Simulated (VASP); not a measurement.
**Ir: single point with LDA**

Ir:

```
Ir
1.0
     0.00000    1.93091    1.93091
     1.93091    0.00000    1.93091
     1.93091    1.93091    0.00000
Ir
1
Direct
  0.00000 0.00000 0.00000
```

This cell differs from its parent crystal: volume scaled by 1.04.

```json
{
  "Program": "VASP 6.6.1",
  "Task": "single point",
  "Functional": "LDA",
  "Potentials or basis": "VASP PAW LDA potentials, release 64 (Ir)",
  "Cutoff": "520 eV",
  "k mesh": "23 × 23 × 23",
  "Occupations": "fermi-dirac, width 0.05 eV",
  "Spin": "collinear spin, ferromagnetic start",
  "Starting moments": "[1.0] μB",
  "Dipole correction": "no",
  "Further INCAR settings": "ALGO = Normal; EDIFF = 1e-06; NBANDS = 14"
}
```

The pressure is -12.4 GPa. The net moment is 0.00 μB per cell. The valence electrons inside the program's atomic spheres are Ir 8.35.

Levels at points of the mesh, in eV from the Fermi level:
Spin up:
```
           k point  band 1  band 2  band 3  band 4  band 5  band 6  band 7  band 8
(0.00, 0.00, 0.00)  -10.89   -3.79   -3.79   -3.79   -1.13   -1.13   14.41   19.84
```
Spin down:
| k point | band 2 | band 3 | band 4 | band 5 | band 6 | band 7 |
| --- | --- | --- | --- | --- | --- | --- |
| (0.00, 0.00, 0.00) | -3.79 | -3.79 | -3.79 | -1.13 | -1.13 | 14.41 |

It took 2.3 min on 1 thread of Intel Xeon 8259CL, on a shared host, peak memory 0.22 GiB.

Caveat: spin-orbit coupling is left out, which moves the levels of the heavy elements.
